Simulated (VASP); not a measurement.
# RbBr (Fm-3m) in VASP: further runs

The runs below take RbBr through single point, with PBE.

Everything below comes from runs of VASP 6.6.1. Logs are shortened: lines on timing, memory, paths and dates and some standing lists are left out, and cuts for length are marked.

### 1 The cell of the first run

It takes space group Fm-3m (No. 225, cubic). Conventional cell: a = 6.922 Å, b = 6.922 Å, c = 6.922 Å, α = 90.00°, β = 90.00°, γ = 90.00°. Within 4.5 Å of Rb (site symmetry m-3m) lie 6 Br at 3.46 Å. Within 4.5 Å of Br (site symmetry m-3m) lie 6 Rb at 3.46 Å.

### 2 Single point, PBE

INCAR reads:

```
ALGO = Normal
EDIFF = 1E-6
ENCUT = 520
GGA = PE
ISIF = 2
ISMEAR = 0
LASPH = T
LCHARG = F
LREAL = F
LWAVE = F
NBANDS = 15
NELM = 80
PREC = Accurate
SIGMA = 0.01
```

KPOINTS reads:

```
k-points
0
Gamma
  4 4 4
```

POSCAR reads:

```
RbBr
1.0
    0.0000000000      3.4610548593      3.4610548593
    3.4610548593      0.0000000000      3.4610548593
    3.4610548593      3.4610548593      0.0000000000
Rb Br
1 1
Direct
    0.0000000000      0.0000000000      0.0000000000
    0.5000000000      0.5000000000      0.5000000000
```

Potentials or basis: VASP PAW PBE potentials, release 64 (Rb_sv, Br).

Command:

```sh
$ cat potpaw_PBE.64/Rb_sv/POTCAR potpaw_PBE.64/Br/POTCAR > POTCAR
$ mpirun -np 1 vasp_std > vasp.out
```

OUTCAR:

```text
EDIFF = 1E-6
   ENCUT = 520
   GGA = PE
   ISIF = 2
   ISMEAR = 0
   LASPH = T
   LREAL = F
   NELM = 80
   PREC = Accurate

 ion  position               nearest neighbor table
   1  0.000  0.000  0.000-   2 3.46   2 3.46   2 3.46   2 3.46   2 3.46   2 3.46
   2  0.500  0.500  0.500-   1 3.46   1 3.46   1 3.46   1 3.46   1 3.46   1 3.46

  LATTYP: Found a face centered cubic cell.
 ALAT       =     6.9221097186

  Lattice vectors:

 A1 = (   0.0000000000,   3.4610548593,   3.4610548593)
 A2 = (   3.4610548593,   0.0000000000,   3.4610548593)
 A3 = (   3.4610548593,   3.4610548593,   0.0000000000)

Analysis of symmetry for initial positions (statically):
=====================================================================
 Subroutine PRICEL returns:
 Original cell was already a primitive cell.

 Routine SETGRP: Setting up the symmetry group for a
 face centered cubic supercell.

 Subroutine GETGRP returns: Found 48 space group operations
 (whereof 48 operations were pure point group operations)
 out of a pool of 48 trial point group operations.

The static configuration has the point symmetry O_h .

Analysis of symmetry for dynamics (positions and initial velocities):
=====================================================================
 Subroutine PRICEL returns:
 Original cell was already a primitive cell.

 Routine SETGRP: Setting up the symmetry group for a
 face centered cubic supercell.

 Subroutine GETGRP returns: Found 48 space group operations
 (whereof 48 operations were pure point group operations)
 out of a pool of 48 trial point group operations.

The dynamic configuration has the point symmetry O_h .

 Subroutine INISYM returns: Found 48 space group operations
 (whereof 48 operations are pure point group operations),
 and found     1 'primitive' translations

----------------------------------------------------------------------------------------

                                     Primitive cell

  volume of cell :      82.9193

  direct lattice vectors                    reciprocal lattice vectors
     0.000000000  3.461054859  3.461054859    -0.144464627  0.144464627  0.144464627
     3.461054859  0.000000000  3.461054859     0.144464627 -0.144464627  0.144464627
     3.461054859  3.461054859  0.000000000     0.144464627  0.144464627 -0.144464627

  length of vectors
     4.894670722  4.894670722  4.894670722     0.250220074  0.250220074  0.250220074

  position of ions in fractional coordinates (direct lattice)
     0.000000000  0.000000000  0.000000000
     0.500000000  0.500000000  0.500000000

  ion indices of the primitive-cell ions
   primitive index   ion index
                 1           1
                 2           2

----------------------------------------------------------------------------------------

 KPOINTS: k-points

Automatic generation of k-mesh.
 Grid dimensions read from file:
 generate k-points for:    4    4    4

 Generating k-lattice:

  Cartesian coordinates                     Fractional coordinates (reciprocal lattice)
    -0.036116157  0.036116157  0.036116157     0.250000000  0.000000000  0.000000000
     0.036116157 -0.036116157  0.036116157     0.000000000  0.250000000  0.000000000
     0.036116157  0.036116157 -0.036116157     0.000000000  0.000000000  0.250000000

  Length of vectors
     0.062555019  0.062555019  0.062555019

  Shift w.r.t. Gamma in fractional coordinates (k-lattice)
     0.000000000  0.000000000  0.000000000

 Subroutine IBZKPT returns following result:
 ===========================================

 Found      8 irreducible k-points:

 Following reciprocal coordinates:
            Coordinates               Weight
  0.000000  0.000000  0.000000      1.000000
  0.250000  0.000000  0.000000      8.000000
  0.500000  0.000000  0.000000      4.000000
  0.250000  0.250000  0.000000      6.000000
  0.500000  0.250000  0.000000     24.000000
 -0.250000  0.250000  0.000000     12.000000
  0.500000  0.500000  0.000000      3.000000
 -0.250000  0.500000  0.250000      6.000000
   k-points           NKPTS =      8   k-points in BZ     NKDIM =      8   number of bands    NBANDS=     15
   number of dos      NEDOS =    301   number of ions     NIONS =      2
   total plane-waves  NPLWV =  46656
   dimension x,y,z NGX =    36 NGY =   36 NGZ =   36
   dimension x,y,z NGXF=    72 NGYF=   72 NGZF=   72
   ions per type =               1   1
   NGX,Y,Z   is equivalent  to a cutoff of  12.23, 12.23, 12.23 a.u.
   NGXF,Y,Z  is equivalent  to a cutoff of  24.45, 24.45, 24.45 a.u.
 SYSTEM =  unknown system
   PREC   = accura    normal or accurate (medium, high low for compatibility)
   ISTART =      0    job   : 0-new  1-cont  2-samecut
   ICHARG =      2    charge: 1-file 2-atom 10-const
   ISPIN  =      1    spin polarized calculation?
   LNONCOLLINEAR =      F non collinear calculations
   LSORBIT =      F    spin-orbit coupling
   LASPH  =      T    aspherical Exc in radial PAW
   ENCUT  =  520.0 eV  38.22 Ry    6.18 a.u.   9.10  9.10  9.10*2*pi/ulx,y,z
   NELM   =     80;   NELMIN=  2; NELMDL= -5     # of ELM steps
   EDIFF  = 0.1E-05   stopping-criterion for ELM
   LREAL  =      F    real-space projection
   EDIFFG = 0.1E-04   stopping-criterion for IOM
   NSW    =      0    number of steps for IOM
   IBRION =     -1    ionic relax: 0-MD 1-quasi-New 2-CG
   NFREE  =      0    steps in history (QN), initial steepest desc. (CG)
   ISIF   =      2    stress and relaxation
   ISYM   =      2    0-nonsym 1-usesym 2-fastsym
   POTIM  = 0.5000    time-step for ionic-motion
   TEBEG  =    0.0;   TEEND  =   0.0 temperature during run
   PSTRESS=    0.0 pullay stress
   NELECT =      16.0000    total number of electrons
   NUPDOWN=      -1.0000    fix difference up-down
   EMIN   =  10.00;   EMAX   =-10.00  energy-range for DOS
   EFERMI =   0.00;   METHOD = LEGACY
   ISMEAR =     0;   SIGMA  =   0.01  broadening in eV -4-tet -1-fermi 0-gaus
   EFERMI_NEDOS =   21; number of points for ismear=-14 and -15
   IALGO  =     38    algorithm
   IMIX   =      4    mixing-type and parameters
     AMIX     =   0.40;   BMIX     =  1.00
     AMIX_MAG =   1.60;   BMIX_MAG =  1.00
  volume/ion in A,a.u.               =      41.46       279.78
  Fermi-wavevector in a.u.,A,eV,Ry     =   0.946011  1.787702 12.176363  0.894937
  Thomas-Fermi vector in A             =   2.073968
   LORBIT       =      0    0 simple, 1 ext, 2 COOP (PROOUT), +10 PAW based schemes
   GGA     = PE    functional components
   LHFCALC =     F    Hartree Fock is set to
   AEXX    =    0.0000 exact exchange contribution
   IVDW    =     0    specifies the selected vdW correction
   LEPSILON=     F    determine dielectric tensor
   LRPA    =     F    only Hartree local field effects (RPA)
 non-spin polarized calculation
 Gauss-broadening in eV      SIGMA  =   0.01
  energy-cutoff  :      520.00
  volume of cell :       82.92
 maximum number of plane-waves:      2252
   NGX = 19   NGY = 19   NGZ = 19

 number of electron      15.9999997 magnetization

 Free energy of the ion-electron system (eV)
  ---------------------------------------------------
  ext. energy  EPLUGINS =         0.00000000
  ---------------------------------------------------
  free energy    TOTEN  =        -6.10914393 eV

  energy without entropy =       -6.10914393  energy(sigma->0) =       -6.10914393

 E-fermi :  -1.7639     XC(G=0):  -7.1168

 val. band max:       -1.8616464538   @ k =   0.0000   0.0000   0.0000
 cond. band min:       2.4259965724   @ k =   0.0000   0.0000   0.0000
 fundamental gap:      4.2876430262
 Fermi energy:        -1.7639448392

 k-point     1 :       0.0000    0.0000    0.0000
  band No.  band energies     occupation
      1     -26.3396      2.00000
      2     -14.0136      2.00000
      3     -10.4139      2.00000
      4     -10.4139      2.00000
      5     -10.4139      2.00000
      6      -1.8616      2.00000
      7      -1.8616      2.00000
      8      -1.8616      2.00000
      9       2.4260      0.00000
     10       5.4080      0.00000
     11       5.4080      0.00000
     12       5.4080      0.00000
     13       6.2758      0.00000
     14       6.2758      0.00000
     15       9.0600      0.00000

 k-point     2 :       0.2500    0.0000    0.0000
  band No.  band energies     occupation
      1     -26.3356      2.00000
      2     -14.0317      2.00000
      3     -10.4176      2.00000
      4     -10.4176      2.00000
      5     -10.3939      2.00000
      6      -2.3938      2.00000
      7      -2.0334      2.00000
      8      -2.0334      2.00000
      9       3.6618      0.00000
     10       5.2606      0.00000
     11       6.1094      0.00000
     12       6.1094      0.00000
     13       7.1057      0.00000
     14       7.1057      0.00000
     15      10.3633      0.00000

 k-point     3 :       0.5000    0.0000    0.0000
  band No.  band energies     occupation
      1     -26.3316      2.00000
      2     -14.0495      2.00000
      3     -10.4213      2.00000
      4     -10.4213      2.00000
      5     -10.3742      2.00000
      6      -2.8013      2.00000
      7      -2.1916      2.00000
      8      -2.1916      2.00000
      9       4.8750      0.00000
     10       5.7502      0.00000
     11       7.5357      0.00000
     12       7.5357      0.00000
     13       8.2064      0.00000
     14       8.2064      0.00000
     15       8.8267      0.00000
[... 55 lines left out ...]
 k-point     7 :       0.5000    0.5000    0.0000
  band No.  band energies     occupation
      1     -26.3293      2.00000
      2     -13.9637      2.00000
      3     -10.5758      2.00000
      4     -10.4780      2.00000
      5     -10.4780      2.00000
      6      -2.3276      2.00000
      7      -2.0190      2.00000
      8      -2.0190      2.00000
      9       3.7762      0.00000
     10       5.1553      0.00000
     11       7.1899      0.00000
     12       7.2834      0.00000
     13       7.4556      0.00000
     14       8.8520      0.00000
     15       8.8520      0.00000

 k-point     8 :      -0.2500    0.5000    0.2500
  band No.  band energies     occupation
      1     -26.3292      2.00000
      2     -13.9882      2.00000
      3     -10.5268      2.00000
      4     -10.5268      2.00000
      5     -10.3988      2.00000
      6      -2.3259      2.00000
      7      -2.2026      2.00000
      8      -2.2026      2.00000
      9       5.1890      0.00000
     10       5.1890      0.00000
     11       6.2781      0.00000
     12       6.6322      0.00000
     13       8.8915      0.00000
     14       8.9127      0.00000
     15       8.9907      0.00000

------------------------ aborting loop because EDIFF is reached ----------------------------------------

  FORCE on cell =-STRESS in cart. coord.  units (eV):
  Direction    XX          YY          ZZ          XY          YZ          ZX
  --------------------------------------------------------------------------------------
  -------------------------------------------------------------------------------------
  Total        0.2914703      0.2914703      0.2914703      0.0000000      0.0000000      0.0000000
  in kB        5.6318282      5.6318282      5.6318282      0.0000000      0.0000000      0.0000000
  external PRESSURE =       5.6318282 kB  Pullay stress =       0.0000000 kB

 VOLUME and BASIS-vectors are now :
 -----------------------------------------------------------------------------
  energy-cutoff  :      520.00
  volume of cell :       82.92
      direct lattice vectors                 reciprocal lattice vectors
     0.000000000  3.461054859  3.461054859    -0.144464627  0.144464627  0.144464627
     3.461054859  0.000000000  3.461054859     0.144464627 -0.144464627  0.144464627
     3.461054859  3.461054859  0.000000000     0.144464627  0.144464627 -0.144464627

 POSITION                                       TOTAL-FORCE (eV/Angst)
 -----------------------------------------------------------------------------------
      0.00000      0.00000      0.00000         0.000000      0.000000     -0.000000
      3.46105      3.46105      3.46105         0.000000      0.000000      0.000000
 -----------------------------------------------------------------------------------
    total drift:                                0.000000      0.000000      0.000000

  FREE ENERGIE OF THE ION-ELECTRON SYSTEM (eV)
  ---------------------------------------------------
  free  energy   TOTEN  =        -6.1091439332 eV

  energy  without entropy=       -6.1091439332  energy(sigma->0) =       -6.10914393
```

It took 8.9 s on 1 thread of Intel Xeon 6975P-C, shared host; peak memory 0.2 GiB.

Results:

- Free energy: -6.1091 eV
- Pressure: 0.6 GPa
- Band gap on the k mesh: 4.29 eV, direct

Levels at points of the mesh, in eV from the valence-band top:
| k point | band 5 | band 6 | band 7 | band 8 | band 9 | band 10 | band 11 | band 12 |
| --- | --- | --- | --- | --- | --- | --- | --- | --- |
| (0.00, 0.00, 0.00) | -8.55 | 0.00 | 0.00 | 0.00 | 4.29 | 7.27 | 7.27 | 7.27 |
| (0.50, 0.00, 0.00) | -8.51 | -0.94 | -0.33 | -0.33 | 6.74 | 7.61 | 9.40 | 9.40 |
| (0.50, 0.50, 0.00) | -8.62 | -0.47 | -0.16 | -0.16 | 5.64 | 7.02 | 9.05 | 9.14 |

A hybrid or GW would open this gap; PBE tends to underestimate it.

### 3 Single point, PBE (volume changed by -10%)

INCAR reads:

```
SYSTEM = RbBr
  PREC = Accurate
  ENCUT = 500
  EDIFF = 1E-6
  ISMEAR = 0
  SIGMA = 0.01
  LREAL = .False.
  LASPH = .True.
  NELM = 120
  ALGO = Normal
  ISIF = 2
  LWAVE = .False.
  LCHARG = .False.
  GGA = PE
  NBANDS = 15
  GGA_COMPAT = .False.
```

KPOINTS reads:

```
regular mesh
0
Gamma
  4 4 4
  0 0 0
```

POSCAR reads:

```
RbBr
1.0
    0.0000000000      3.3416117262      3.3416117262
    3.3416117262      0.0000000000      3.3416117262
    3.3416117262      3.3416117262      0.0000000000
Rb Br
1 1
Direct
    0.0000000000      0.0000000000      0.0000000000
    0.5000000000      0.5000000000      0.5000000000
```

Potentials or basis: VASP PAW PBE potentials, release 64 (Rb_sv, Br).

Command:

```sh
$ cat potpaw_PBE.64/Rb_sv/POTCAR potpaw_PBE.64/Br/POTCAR > POTCAR
$ mpirun -np 1 vasp_std > vasp.out
```

Run time: 11 s. Hardware: 1 thread of Intel Xeon Platinum 8488C (Sapphire Rapids), shared host; peak memory 0.2 GiB.

The run converged. Its results:

| Item | Value |
| --- | --- |
| Free energy | -6.0334 eV |
| Pressure | 2.5 GPa |
| Band gap on the k mesh | 4.56 eV, direct |

Levels at points of the mesh, in eV from the valence-band top:
| k point | band 4 | band 5 | band 6 | band 7 | band 8 | band 9 | band 10 | band 11 | band 12 | band 13 |
| --- | --- | --- | --- | --- | --- | --- | --- | --- | --- | --- |
| (0.00, 0.00, 0.00) | -8.35 | -8.35 | 0.00 | 0.00 | 0.00 | 4.56 | 7.29 | 7.29 | 7.29 | 8.23 |
| (0.50, 0.00, 0.00) | -8.36 | -8.28 | -1.13 | -0.43 | -0.43 | 7.01 | 7.98 | 9.71 | 9.71 | 10.41 |
| (0.50, 0.50, 0.00) | -8.45 | -8.45 | -0.49 | -0.16 | -0.16 | 5.52 | 7.43 | 9.34 | 9.60 | 9.75 |

### 4 Single point, PBE (volume changed by -5%)

INCAR reads:

```
PREC = Accurate ; ENCUT = 500
EDIFF = 1E-6 ; ISMEAR = 0
SIGMA = 0.01 ; LREAL = False
LASPH = True ; NELM = 120
ALGO = Normal ; ISIF = 2
LWAVE = False ; LCHARG = False
GGA = PE ; NBANDS = 15
GGA_COMPAT = False
```

KPOINTS reads:

```
regular mesh
0
Gamma
  4 4 4
```

POSCAR reads:

```
RbBr
1.0
    0.0000000000      3.4023815777      3.4023815777
    3.4023815777      0.0000000000      3.4023815777
    3.4023815777      3.4023815777      0.0000000000
Rb Br
1 1
Direct
    0.0000000000      0.0000000000      0.0000000000
    0.5000000000      0.5000000000      0.5000000000
```

Command:

```sh
$ cat potpaw_PBE.64/Rb_sv/POTCAR potpaw_PBE.64/Br/POTCAR > POTCAR
$ mpirun -np 1 vasp_std > vasp.out
```

Run time: 14 s. Hardware: 1 thread of Intel Xeon Platinum 8488C (Sapphire Rapids), shared host; peak memory 0.2 GiB.

The run converged. Its results:

* Free energy: -6.0840 eV
* Pressure: 1.4 GPa
* Band gap on the k mesh: 4.42 eV, direct

Levels at points of the mesh, in eV from the valence-band top:
| k point | band 5 | band 6 | band 7 | band 8 | band 9 | band 10 | band 11 | band 12 |
| --- | --- | --- | --- | --- | --- | --- | --- | --- |
| (0.00, 0.00, 0.00) | -8.45 | 0.00 | 0.00 | 0.00 | 4.42 | 7.28 | 7.28 | 7.28 |
| (0.50, 0.00, 0.00) | -8.39 | -1.03 | -0.38 | -0.38 | 6.87 | 7.79 | 9.55 | 9.55 |
| (0.50, 0.50, 0.00) | -8.53 | -0.48 | -0.16 | -0.16 | 5.59 | 7.21 | 9.24 | 9.32 |

### 5 Single point, PBE (volume changed by +5%)

INCAR reads:

```
SYSTEM = RbBr
PREC = Accurate
ENCUT = 500
EDIFF = 1E-6
ISMEAR = 0
SIGMA = 0.01
LREAL = .False.
LASPH = .True.
NELM = 120
ALGO = Normal
ISIF = 2
LWAVE = .False.
LCHARG = .False.
GGA = PE
NBANDS = 15
GGA_COMPAT = .False.
```

KPOINTS reads:

```
Automatic mesh
0
Gamma
  4 4 4
  0 0 0
```

POSCAR reads:

```
RbBr
1.0
    0.0000000000      3.5178035498      3.5178035498
    3.5178035498      0.0000000000      3.5178035498
    3.5178035498      3.5178035498      0.0000000000
Rb Br
1 1
Direct
    0.0000000000      0.0000000000      0.0000000000
    0.5000000000      0.5000000000      0.5000000000
```

Command:

```sh
$ cat potpaw_PBE.64/Rb_sv/POTCAR potpaw_PBE.64/Br/POTCAR > POTCAR
$ mpirun -np 1 vasp_std > vasp.out
```

It took 13 s on 1 thread of Intel Xeon Platinum 8488C (Sapphire Rapids), shared host; peak memory 0.2 GiB.

It converged, with:

```
Free energy            : -6.1153 eV
Pressure               : -0.1 GPa
Band gap on the k mesh : 4.17 eV, direct
```

Levels at points of the mesh, in eV from the valence-band top:
```tsv
k point	band 6	band 7	band 8	band 9	band 10	band 11
(0.00, 0.00, 0.00)	0.00	0.00	0.00	4.17	7.25	7.25
(0.50, 0.00, 0.00)	-0.86	-0.29	-0.29	6.61	7.44	9.25
(0.50, 0.50, 0.00)	-0.45	-0.15	-0.15	5.68	6.83	8.80
```

### 6 Single point, PBE (volume changed by +10%)

INCAR reads:

```
PREC = Accurate
ENCUT = 500
EDIFF = 1E-6
ISMEAR = 0
SIGMA = 0.01
LREAL = False
LASPH = True
NELM = 120
ALGO = Normal
ISIF = 2
LWAVE = False
LCHARG = False
GGA = PE
NBANDS = 15
GGA_COMPAT = False
```

KPOINTS reads:

```
regular mesh
0
Gamma
  4 4 4
```

POSCAR reads:

```
RbBr
1.0
    0.0000000000      3.5727781098      3.5727781098
    3.5727781098      0.0000000000      3.5727781098
    3.5727781098      3.5727781098      0.0000000000
Rb Br
1 1
Direct
    0.0000000000      0.0000000000      0.0000000000
    0.5000000000      0.5000000000      0.5000000000
```

Potentials or basis: VASP PAW PBE potentials, release 64 (Rb_sv, Br).

Command:

```sh
$ cat potpaw_PBE.64/Rb_sv/POTCAR potpaw_PBE.64/Br/POTCAR > POTCAR
$ mpirun -np 1 vasp_std > vasp.out
```

Run time: 18 s. Hardware: 1 thread of Intel Xeon Platinum 8488C (Sapphire Rapids), shared host; peak memory 0.23 GiB.

The run converged. Its results:

```
Free energy            : -6.1072 eV
Pressure               : -0.6 GPa
Band gap on the k mesh : 4.06 eV, direct
```

Levels at points of the mesh, in eV from the valence-band top:
| k point | band 4 | band 5 | band 6 | band 7 | band 8 | band 9 | band 10 | band 11 | band 12 | band 13 |
| --- | --- | --- | --- | --- | --- | --- | --- | --- | --- | --- |
| (0.00, 0.00, 0.00) | -8.76 | -8.76 | 0.00 | 0.00 | 0.00 | 4.06 | 7.22 | 7.22 | 7.22 | 8.02 |
| (0.50, 0.00, 0.00) | -8.77 | -8.74 | -0.79 | -0.26 | -0.26 | 6.49 | 7.26 | 9.10 | 9.10 | 9.75 |
| (0.50, 0.50, 0.00) | -8.81 | -8.81 | -0.43 | -0.15 | -0.15 | 5.70 | 6.66 | 8.57 | 8.94 | 8.95 |

### 7 Overview

```csv
cell,cutoff (eV),gap on the mesh (eV),pressure (GPa)
"a = 4.895 Å, angles 60.0°, 2 atoms",520,4.29,0.6
"a = 4.726 Å, angles 60.0°, 2 atoms",500,4.56,2.5
"a = 4.812 Å, angles 60.0°, 2 atoms",500,4.42,1.4
"a = 4.975 Å, angles 60.0°, 2 atoms",500,4.17,-0.1
"a = 5.053 Å, angles 60.0°, 2 atoms",500,4.06,-0.6
```

Alike in all rows: task single point; level PBE; potentials or basis VASP PAW PBE potentials, release 64 (Rb_sv, Br); no spin polarisation; k mesh 4 × 4 × 4; smearing gaussian 0.01 eV.

Total energies depend on the potentials used, so only differences within one code and one set of settings carry meaning.
